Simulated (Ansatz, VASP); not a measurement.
**AlSn in VASP and in Ansatz**

```
CELL_PARAMETERS angstrom
4.19811 0.00000 0.00000
-2.09905 3.63567 0.00000
0.00000 0.00000 3.30685
ATOMIC_POSITIONS crystal
Sn 0.33333 0.66667 0.50000
Al 0.00000 0.00000 0.00000
```

Alike in both runs: task single point; functional PBE; k mesh 7 × 7 × 8; occupations gaussian, width 0.015 eV; no spin polarisation.

```csv
,VASP,Ansatz
version,VASP 6.6.1,Ansatz 0.2.0
potentials or method,"VASP PAW PBE potentials, release 64 (Sn_d, Al)",Ansatz PAW
plane-wave cutoff (eV),520,420
valence electrons in the cell,17,17
```

```csv
,VASP,Ansatz,Ansatz less VASP
gap on the k mesh at the Fermi level (eV),none,none,-
pressure (GPa),0.2,0.3,+0.05
"traceless stress, the component that is largest in VASP (GPa)",0.54,0.54,0.000
```

A gap of «none» marks a metal or a gap that the smearing closes. The functional is the same, so the differences come from potentials, cutoffs and numerics.
